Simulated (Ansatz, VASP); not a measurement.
KCl: VASP beside Ansatz

File POSCAR:

```
KCl
1.0
    0.0000000000      3.1561000000      3.0298560000
    3.1561000000      0.0000000000      3.0298560000
    3.1561000000      3.1561000000      0.0000000000
K Cl
1 1
Direct
    0.0000000000      0.0000000000      0.0000000000
    0.5000000000      0.5000000000      0.5000000000
```

INCAR.step1

```
SYSTEM = KCl
PREC = Accurate ; ENCUT = 550
ISMEAR = 0 ; SIGMA = 0.05
LREAL = .FALSE. ; LASPH = .TRUE.
NELM = 120 ; NBANDS = 15
GGA = PE ; ALGO = Normal
EDIFF = 1E-5 ; LWAVE = .TRUE.
LCHARG = .FALSE. ; GGA_COMPAT = .FALSE.
```

File INCAR.step2:

```
SYSTEM = KCl
PREC = Accurate ; ENCUT = 550
EDIFF = 1E-6 ; ISMEAR = 0
SIGMA = 0.05 ; LREAL = .FALSE.
LASPH = .TRUE. ; NELM = 120
ALGO = Normal ; ISIF = 2
LWAVE = .FALSE. ; LCHARG = .FALSE.
METAGGA = R2SCAN ; LMIXTAU = .TRUE.
NBANDS = 15 ; ISTART = 1
GGA_COMPAT = .FALSE.
```

Contents of KPOINTS:

```
Automatic mesh
0
G
  6 6 6
  0 0 0
```

Input for Ansatz:

```yaml
crystal:
  lattice:
    - [0.0, 3.1561, 3.029856]
    - [3.1561, 0.0, 3.029856]
    - [3.1561, 3.1561, 0.0]
  atoms:
    - { symbol: K, position: [0.0, 0.0, 0.0] }
    - { symbol: Cl, position: [0.5, 0.5, 0.5] }
basis:
  ecutwfc: 500
kpoints:
  mp_grid: { grid: [6, 6, 6] }
hamiltonian:
  xc: r2scan
scf:
  occupations: { method: gaussian, width: 0.05 }
output:
  forces: true
  stress: true
  eigenvalues: true
```

Change from the starting cell: strain +0.000 along x and y, -0.040 along z, atoms carried along.

Alike in both runs: task single point; functional r2SCAN; k mesh 6 × 6 × 6; occupations gaussian, width 0.05 eV; no spin polarisation.

```csv
,VASP,Ansatz
version,VASP 6.6.1,Ansatz 0.2.0
potentials or method,"VASP PAW PBE potentials, release 64 (K_sv, Cl), cutoff 550 eV","scalar-relativistic, plane waves, PAW"
valence electrons in the cell,16,16
```

Ansatz gave:

* gap on the k mesh at the Fermi level (eV): 5.90
* least direct gap on the mesh (eV): 5.90
* pressure (GPa): 0.8
* traceless stress, the component that is largest in VASP (GPa): 1.40

Task: Estimate VASP's values.

Result: gap on the k mesh at the Fermi level (eV): 5.91; least direct gap on the mesh (eV): 5.91; pressure (GPa): 0.8; traceless stress, the component that is largest in VASP (GPa): 1.42.

VASP's potentials were made for PBE, not for r2SCAN. With one functional, cell and mesh, what is left measures potentials, basis and numerics.
